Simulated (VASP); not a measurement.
The system is KI.

```xyz
2
Lattice="0.0000 3.5443 3.4734 3.5443 0.0000 3.4734 3.5443 3.5443 0.0000" Properties=species:S:1:pos:R:3 pbc="T T T"
K     0.0000    0.0000    0.0000
I     3.5443    3.5443    3.4734
```

This cell differs from its parent crystal: uniaxial z strain -2.0%.

Base run:

```yaml
Program: VASP 6.6.1
Functional: r2SCAN
Potentials_or_basis: VASP PAW PBE potentials, release 64 (K_sv, I)
Cutoff: 520 eV
k_mesh: 6 × 6 × 6
Occupations: gaussian, width 0.01 eV
Spin: no spin polarisation
```

Its results: band gap on the k mesh 4.63 eV, direct; pressure 0.3 GPa.

The run is repeated on the same cell with these changes: functional from r2SCAN to PBE; occupations from gaussian, width 0.01 eV to fermi-dirac, width 0.02 eV. What comes out?

Band gap on the k mesh 3.98 eV, direct; pressure 0.8 GPa.

Caveats: spin-orbit coupling is left out, which moves the levels of the heavy elements; the PAW data sets were made with another functional, which shifts forces and pressure a little (some runs).

